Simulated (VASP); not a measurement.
# Nb (Im-3m) in VASP: a series of runs

Runs on Nb. Level: BLYP. Tasks: single point.

All numbers are computed with VASP 6.6.1; they aren't measurements. Logs are shortened: lines on timing, memory, paths and dates and some standing lists are left out, and cuts for length are marked.

**1. The cell of the first run**

Symmetry: Im-3m, No. 229, cubic system. The conventional cell has a = 3.478 Å, b = 3.478 Å, c = 3.478 Å, α = 90.00°, β = 90.00°, γ = 90.00°. Nb (site symmetry m-3m) has 14 Nb at 3.01 to 3.48 Å within 4.0 Å.

**2. Single point, BLYP, collinear spin, ferromagnetic start (volume scaled by 1.12)**

INCAR reads:

```
SYSTEM = Nb
PREC = Accurate
ENCUT = 520
EDIFF = 1E-7
ISMEAR = -1
SIGMA = 0.05
LREAL = .False.
LASPH = .True.
NELM = 150
ALGO = Normal
ISIF = 2
LWAVE = .False.
LCHARG = .True.
ISPIN = 2
MAGMOM = 1
LORBIT = 11
LMAXMIX = 4
GGA = B5
ALDAX = 1.0
AGGAX = 1.0
AGGAC = 1.0
ALDAC = 0.0
LELF = .True.
LVHAR = .True.
NBANDS = 16
```

KPOINTS reads:

```
Automatic mesh
0
Gamma
  22 22 22
  0 0 0
```

POSCAR reads:

```
Nb
1.0
   -1.7390900727      1.7390900727      1.7390900727
    1.7390900727     -1.7390900727      1.7390900727
    1.7390900727      1.7390900727     -1.7390900727
Nb
1
Direct
    0.0000000000      0.0000000000      0.0000000000
```

Potentials or basis: VASP PAW PBE potentials, release 64 (Nb_sv).

The run is started by

```bash
$ cat potpaw_PBE.64/Nb_sv/POTCAR > POTCAR
$ mpirun -np 1 vasp_std > vasp.out
```

OUTCAR:

```text
SYSTEM = Nb
   PREC = Accurate
   ENCUT = 520
   EDIFF = 1E-7
   ISMEAR = -1
   LREAL = .False.
   LASPH = .True.
   NELM = 150
   ISIF = 2
   ISPIN = 2
   LORBIT = 11
   GGA = B5

 ion  position               nearest neighbor table
   1  0.000  0.000  0.000-

  LATTYP: Found a body centered cubic cell.
 ALAT       =     3.4781801454

  Lattice vectors:

 A1 = (  -1.7390900727,   1.7390900727,   1.7390900727)
 A2 = (   1.7390900727,  -1.7390900727,   1.7390900727)
 A3 = (   1.7390900727,   1.7390900727,  -1.7390900727)

Analysis of symmetry for initial positions (statically):
=====================================================================
 Subroutine PRICEL returns:
 Original cell was already a primitive cell.

 Routine SETGRP: Setting up the symmetry group for a
 body centered cubic supercell.

 Subroutine GETGRP returns: Found 48 space group operations
 (whereof 48 operations were pure point group operations)
 out of a pool of 48 trial point group operations.

The static configuration has the point symmetry O_h .

Analysis of symmetry for dynamics (positions and initial velocities):
=====================================================================
 Subroutine PRICEL returns:
 Original cell was already a primitive cell.

 Routine SETGRP: Setting up the symmetry group for a
 body centered cubic supercell.

 Subroutine GETGRP returns: Found 48 space group operations
 (whereof 48 operations were pure point group operations)
 out of a pool of 48 trial point group operations.

The dynamic configuration has the point symmetry O_h .

Analysis of structural, dynamic, and magnetic symmetry:
=====================================================================
 Subroutine PRICEL returns:
 Original cell was already a primitive cell.

 Routine SETGRP: Setting up the symmetry group for a
 body centered cubic supercell.

 Subroutine GETGRP returns: Found 48 space group operations
 (whereof 48 operations were pure point group operations)
 out of a pool of 48 trial point group operations.

The overall configuration has the point symmetry O_h .

 Subroutine INISYM returns: Found 48 space group operations
 (whereof 48 operations are pure point group operations),
 and found     1 'primitive' translations

----------------------------------------------------------------------------------------

                                     Primitive cell

  volume of cell :      21.0391

  direct lattice vectors                    reciprocal lattice vectors
    -1.739090073  1.739090073  1.739090073     0.000000000  0.287506673  0.287506673
     1.739090073 -1.739090073  1.739090073     0.287506673  0.000000000  0.287506673
     1.739090073  1.739090073 -1.739090073     0.287506673  0.287506673  0.000000000

  length of vectors
     3.012192365  3.012192365  3.012192365     0.406595836  0.406595836  0.406595836

  position of ions in fractional coordinates (direct lattice)
     0.000000000  0.000000000  0.000000000

  ion indices of the primitive-cell ions
   primitive index   ion index
                 1           1

----------------------------------------------------------------------------------------

 KPOINTS: Automatic mesh

Automatic generation of k-mesh.
 Grid dimensions read from file:
 generate k-points for:   22   22   22

 Generating k-lattice:

  Cartesian coordinates                     Fractional coordinates (reciprocal lattice)
     0.000000000  0.013068485  0.013068485     0.045454545  0.000000000  0.000000000
     0.013068485  0.000000000  0.013068485     0.000000000  0.045454545  0.000000000
     0.013068485  0.013068485  0.000000000     0.000000000  0.000000000  0.045454545

  Length of vectors
     0.018481629  0.018481629  0.018481629

  Shift w.r.t. Gamma in fractional coordinates (k-lattice)
     0.000000000  0.000000000  0.000000000

 Subroutine IBZKPT returns following result:
 ===========================================

 Found    328 irreducible k-points:

 Following reciprocal coordinates:
            Coordinates               Weight
  0.000000  0.000000  0.000000      1.000000
  0.045455  0.000000  0.000000     12.000000
  0.090909  0.000000  0.000000     12.000000
  0.136364  0.000000  0.000000     12.000000
  0.181818  0.000000  0.000000     12.000000
  0.227273  0.000000  0.000000     12.000000
[... 16 lines left out ...]
  0.090909  0.090909  0.000000     24.000000
  0.136364  0.090909 -0.000000     48.000000
 [... further k-points ...]
   k-points           NKPTS =    328   k-points in BZ     NKDIM =    328   number of bands    NBANDS=     16
   number of dos      NEDOS =    301   number of ions     NIONS =      1
   total plane-waves  NPLWV =  13824
   dimension x,y,z NGX =    24 NGY =   24 NGZ =   24
   dimension x,y,z NGXF=    48 NGYF=   48 NGZF=   48
   ions per type =               1
   NGX,Y,Z   is equivalent  to a cutoff of  13.25, 13.25, 13.25 a.u.
   NGXF,Y,Z  is equivalent  to a cutoff of  26.49, 26.49, 26.49 a.u.
 SYSTEM =  Nb
   PREC   = accura    normal or accurate (medium, high low for compatibility)
   ISTART =      0    job   : 0-new  1-cont  2-samecut
   ICHARG =      2    charge: 1-file 2-atom 10-const
   ISPIN  =      2    spin polarized calculation?
   LNONCOLLINEAR =      F non collinear calculations
   LSORBIT =      F    spin-orbit coupling
   LASPH  =      T    aspherical Exc in radial PAW
   ENCUT  =  520.0 eV  38.22 Ry    6.18 a.u.   5.60  5.60  5.60*2*pi/ulx,y,z
   NELM   =    150;   NELMIN=  2; NELMDL= -5     # of ELM steps
   EDIFF  = 0.1E-06   stopping-criterion for ELM
   LREAL  =      F    real-space projection
   EDIFFG = 0.1E-05   stopping-criterion for IOM
   NSW    =      0    number of steps for IOM
   IBRION =     -1    ionic relax: 0-MD 1-quasi-New 2-CG
   NFREE  =      0    steps in history (QN), initial steepest desc. (CG)
   ISIF   =      2    stress and relaxation
   ISYM   =      2    0-nonsym 1-usesym 2-fastsym
   POTIM  = 0.5000    time-step for ionic-motion
   TEBEG  =    0.0;   TEEND  =   0.0 temperature during run
   PSTRESS=    0.0 pullay stress
   NELECT =      13.0000    total number of electrons
   NUPDOWN=      -1.0000    fix difference up-down
   EMIN   =  10.00;   EMAX   =-10.00  energy-range for DOS
   EFERMI =   0.00;   METHOD = LEGACY
   ISMEAR =    -1;   SIGMA  =   0.05  broadening in eV -4-tet -1-fermi 0-gaus
   EFERMI_NEDOS =   21; number of points for ismear=-14 and -15
   IALGO  =     38    algorithm
   IMIX   =      4    mixing-type and parameters
     AMIX     =   0.40;   BMIX     =  1.00
     AMIX_MAG =   1.60;   BMIX_MAG =  1.00
  volume/ion in A,a.u.               =      21.04       141.98
  Fermi-wavevector in a.u.,A,eV,Ry     =   1.394378  2.634992 26.453674  1.944290
  Thomas-Fermi vector in A             =   2.517933
   LORBIT       =     11    0 simple, 1 ext, 2 COOP (PROOUT), +10 PAW based schemes
   GGA     = B5    functional components
   LHFCALC =     F    Hartree Fock is set to
   AEXX    =    0.0000 exact exchange contribution
   IVDW    =     0    specifies the selected vdW correction
   LEPSILON=     F    determine dielectric tensor
   LRPA    =     F    only Hartree local field effects (RPA)
 spin polarized calculation
  energy-cutoff  :      520.00
  volume of cell :       21.04
 maximum number of plane-waves:       586
   NGX = 11   NGY = 11   NGZ = 11

 number of electron      12.9999999 magnetization      -0.0009001

 number of electron      12.9999999 magnetization       0.0002458

 Free energy of the ion-electron system (eV)
  ---------------------------------------------------
  ext. energy  EPLUGINS =         0.00000000
  ---------------------------------------------------
  free energy    TOTEN  =        -8.75735208 eV

  energy without entropy =       -8.74186822  energy(sigma->0) =       -8.74961015

 E-fermi :   9.6839     XC(G=0): -11.1204

 val. band max:        9.6756713439   @ k =  -0.2273   0.2273   0.1818
 cond. band min:       9.6858917389   @ k =   0.0909   0.0455   0.0455
 fundamental gap:      0.0102203949
 Fermi energy:         9.6838924056

 spin component 1

 k-point     1 :       0.0000    0.0000    0.0000
  band No.  band energies     occupation
      1     -44.7944      1.00000
      2     -20.4689      1.00000
      3     -20.4689      1.00000
      4     -20.4689      1.00000
      5       4.2462      1.00000
      6       9.9762      0.00288
[... 8 lines left out ...]
     15      32.7273      0.00000
     16      34.4656      0.00000

 k-point     2 :       0.0455    0.0000    0.0000
  band No.  band energies     occupation
      1     -44.7918      1.00000
      2     -20.4866      1.00000
      3     -20.4745      1.00000
      4     -20.4689      1.00000
      5       4.3184      1.00000
      6       9.9353      0.00650
[... 8 lines left out ...]
     15      32.3889      0.00000
     16      34.3358      0.00000
[... 387 lines left out ...]
      5       5.0605      1.00000
      6       9.6199      0.78255
[... 8 lines left out ...]
     15      31.2865      0.00000
     16      31.6223      0.00000

 k-point    24 :       0.1364    0.0909   -0.0000
  band No.  band energies     occupation
      1     -44.7502      1.00000
      2     -20.7568      1.00000
      3     -20.5454      1.00000
      4     -20.4910      1.00000
      5       5.4800      1.00000
      6       9.4297      0.99384
[... 8 lines left out ...]
     15      30.0291      0.00000
     16      31.7650      0.00000

 [... further k-points ...]

 spin component 2

 k-point     1 :       0.0000    0.0000    0.0000
  band No.  band energies     occupation
      1     -44.7942      1.00000
      2     -20.4687      1.00000
      3     -20.4687      1.00000
      4     -20.4687      1.00000
      5       4.2463      1.00000
      6       9.9763      0.00287
[... 8 lines left out ...]
     15      32.7273      0.00000
     16      34.4657      0.00000

 k-point     2 :       0.0455    0.0000    0.0000
  band No.  band energies     occupation
      1     -44.7916      1.00000
      2     -20.4864      1.00000
      3     -20.4743      1.00000
      4     -20.4688      1.00000
      5       4.3185      1.00000
      6       9.9355      0.00648
[... 8 lines left out ...]
     15      32.3889      0.00000
     16      34.3359      0.00000
[... 387 lines left out ...]
      5       5.0606      1.00000
      6       9.6200      0.78198
[... 8 lines left out ...]
     15      31.2866      0.00000
     16      31.6224      0.00000

 k-point    24 :       0.1364    0.0909   -0.0000
  band No.  band energies     occupation
      1     -44.7500      1.00000
      2     -20.7567      1.00000
      3     -20.5453      1.00000
      4     -20.4909      1.00000
      5       5.4801      1.00000
      6       9.4299      0.99382
[... 8 lines left out ...]
     15      30.0292      0.00000
     16      31.7651      0.00000

 [... further k-points ...]

------------------------ aborting loop because EDIFF is reached ----------------------------------------

  FORCE on cell =-STRESS in cart. coord.  units (eV):
  Direction    XX          YY          ZZ          XY          YZ          ZX
  --------------------------------------------------------------------------------------
  -------------------------------------------------------------------------------------
  Total       -1.8420198     -1.8420198     -1.8420198      0.0000000      0.0000000      0.0000000
  in kB     -140.2744768   -140.2744768   -140.2744768      0.0000000      0.0000000      0.0000000
  external PRESSURE =    -140.2744768 kB  Pullay stress =       0.0000000 kB

 VOLUME and BASIS-vectors are now :
 -----------------------------------------------------------------------------
  energy-cutoff  :      520.00
  volume of cell :       21.04
      direct lattice vectors                 reciprocal lattice vectors
    -1.739090073  1.739090073  1.739090073     0.000000000  0.287506673  0.287506673
     1.739090073 -1.739090073  1.739090073     0.287506673  0.000000000  0.287506673
     1.739090073  1.739090073 -1.739090073     0.287506673  0.287506673  0.000000000

 POSITION                                       TOTAL-FORCE (eV/Angst)
 -----------------------------------------------------------------------------------
      0.00000      0.00000      0.00000        -0.000000      0.000000     -0.000000
 -----------------------------------------------------------------------------------
    total drift:                                0.000000      0.000000      0.000000

  FREE ENERGIE OF THE ION-ELECTRON SYSTEM (eV)
  ---------------------------------------------------
  free  energy   TOTEN  =        -8.7573520838 eV

  energy  without entropy=       -8.7418682172  energy(sigma->0) =       -8.74961015

 total charge

# of ion       s       p       d       tot
------------------------------------------
    1        2.199   5.971   2.428  10.598

 magnetization (x)

# of ion       s       p       d       tot
------------------------------------------
    1        0.000   0.000   0.000   0.000
```

Run time: 5.7 min. Hardware: 1 thread of Intel Xeon 6975P-C, shared host; peak memory 0.27 GiB.

What came out:

- Free energy: -8.7574 eV
- Pressure: -14.0 GPa
- Net moment: 0.00 μB per cell
- Valence electrons inside the program's atomic spheres: Nb 10.60

Levels at points of the mesh, in eV from the Fermi level:
Spin up:
| k point | band 4 | band 5 | band 6 | band 7 | band 8 | band 9 |
| --- | --- | --- | --- | --- | --- | --- |
| (0.00, 0.00, 0.00) | -30.15 | -5.44 | 0.29 | 0.29 | 0.29 | 2.73 |
| (0.50, 0.00, 0.00) | -30.16 | -3.09 | -1.32 | 1.86 | 2.67 | 3.22 |
| (0.50, 0.50, 0.50) | -30.73 | -2.89 | -2.89 | 4.49 | 4.49 | 4.49 |
Spin down:
| k point | band 4 | band 5 | band 6 | band 7 | band 8 | band 9 |
| --- | --- | --- | --- | --- | --- | --- |
| (0.00, 0.00, 0.00) | -30.15 | -5.44 | 0.29 | 0.29 | 0.29 | 2.73 |
| (0.50, 0.00, 0.00) | -30.16 | -3.09 | -1.32 | 1.86 | 2.67 | 3.22 |
| (0.50, 0.50, 0.50) | -30.73 | -2.89 | -2.89 | 4.49 | 4.49 | 4.49 |

Caveat: the PAW data sets were made with another functional, which shifts forces and pressure a little.

(Continued in part 2 of 2.)
